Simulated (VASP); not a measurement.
Here is a VASP 6.6.1 calculation.

The input INCAR:

```
SYSTEM = SnTe
  ALGO = Normal
  EDIFF = 1E-6
  EDIFFG = -0.005
  ENCUT = 600
  GGA = PE
  IBRION = 2
  ISIF = 3
  ISMEAR = 0
  IVDW = 12
  LASPH = .True.
  LCHARG = .False.
  LREAL = .False.
  LWAVE = .False.
  NELM = 80
  NSW = 100
  PREC = Accurate
  SIGMA = 0.02
```

Contents of KPOINTS:

```
k-points
0
Gamma
  12 12 12
  0 0 0
```

Contents of POSCAR:

```
SnTe
1.0
    2.1972355900      1.2685745600      3.8594948000
   -2.1972355900      1.2685745600      3.8594948000
    0.0000000000     -2.5371491200      3.8594948000
Sn Te
1 1
Direct
    0.9922231900      0.9922231900      0.9922231900
    0.5287768100      0.5287768100      0.5287768100
```

Potentials or basis: VASP PAW PBE potentials, release 64 (Sn_d, Te).

The run is started by

```console
$ cat potpaw_PBE.64/Sn_d/POTCAR potpaw_PBE.64/Te/POTCAR > POTCAR
$ mpirun -np 1 vasp_std > vasp.out
```

Q: Estimate the relaxed volume.

A: 31.39 Å³/atom.

Q: Estimate the dispersion energy per atom.

A: -0.399 eV.

Q: Predict the space group after relaxing (to 0.1 Å).

A: Fm-3m (No. 225).

Step by step:
```csv
step,energy change (eV),largest force (eV/Å),pressure (GPa),volume (Å³)
1,0.0000,0.5877,1.39,64.55
2,-0.0310,0.2128,-0.34,67.20
3,-0.0319,0.1458,-0.51,67.77
4,-0.0389,0.1610,-0.69,66.93
5,-0.0598,0.1838,-0.13,64.43
6,-0.0453,0.1673,2.99,59.59
7,-0.0650,0.1935,0.71,62.84
8,-0.0690,0.1576,0.58,62.81
9,-0.0767,0.0809,0.33,62.70
10,-0.0780,0.0070,0.25,62.44
11,-0.0792,0.0293,0.24,62.54
12,-0.0800,0.0233,-0.07,62.95
13,-0.0800,0.0218,-0.13,63.05
14,-0.0803,0.0185,-0.07,62.95
15,-0.0804,0.0174,-0.02,62.87
16,-0.0805,0.0173,0.00,62.84
17,-0.0805,0.0153,0.02,62.85
18,-0.0806,0.0140,-0.02,62.86
19,-0.0807,0.0085,-0.06,62.89
20,-0.0808,0.0016,-0.14,62.94
21,-0.0809,0.0013,-0.09,62.92
22,-0.0809,0.0010,-0.03,62.86
23,-0.0809,0.0002,0.05,62.76
24,-0.0809,0.0017,-0.04,62.81
25,-0.0809,0.0000,0.01,62.78
```
